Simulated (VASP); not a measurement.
Write the native input for VASP 6.6.1 that does the following.

| Item | Value |
| --- | --- |
| Task | single point |
| Functional | LDA |
| Potentials or basis | VASP PAW LDA potentials, release 64 (Mg) |
| Cutoff | 520 eV |
| k mesh | 13 × 13 × 1 |
| Occupations | fermi-dirac, width 0.1 eV |
| Spin | no spin polarisation |
| Dipole correction | yes |
| Further INCAR settings | ALGO = Normal; EDIFF = 1e-06; NBANDS = 7 |

The structure of Mg lies in POSCAR:

```
Mg
1.0
    3.1367078615      0.0000000000      0.0000000000
   -1.5683539307      2.7164686923      0.0000000000
    0.0000000000      0.0000000000     16.0000000000
Mg
1
Direct
    0.0000000000      0.0000000000      0.5000000000
```

The input as run:

INCAR

```
SYSTEM = Mg
ALGO = Normal
DIPOL = 0.5 0.5 0.500
EDIFF = 1E-6
ENCUT = 520
IDIPOL = 3
ISIF = 2
ISMEAR = -1
LASPH = .True.
LCHARG = .False.
LDIPOL = .True.
LREAL = .False.
LWAVE = .False.
NBANDS = 7
NELM = 60
PREC = Accurate
SIGMA = 0.1
```

KPOINTS

```
k-points
0
Gamma
  13 13 1
  0 0 0
```

Potentials or basis: VASP PAW LDA potentials, release 64 (Mg).

Run with:

```console
$ cat potpaw_LDA.64/Mg/POTCAR > POTCAR
$ mpirun -np 1 vasp_std > vasp.out
```

It gave:

| Property | Result |
| --- | --- |
| Band gap on the k mesh | zero (bands 1 and 2 overlap by 1.04 eV) |

Run time: 26 s on 1 thread of Intel Xeon 8259CL (shared host), peak memory 0.19 GiB.
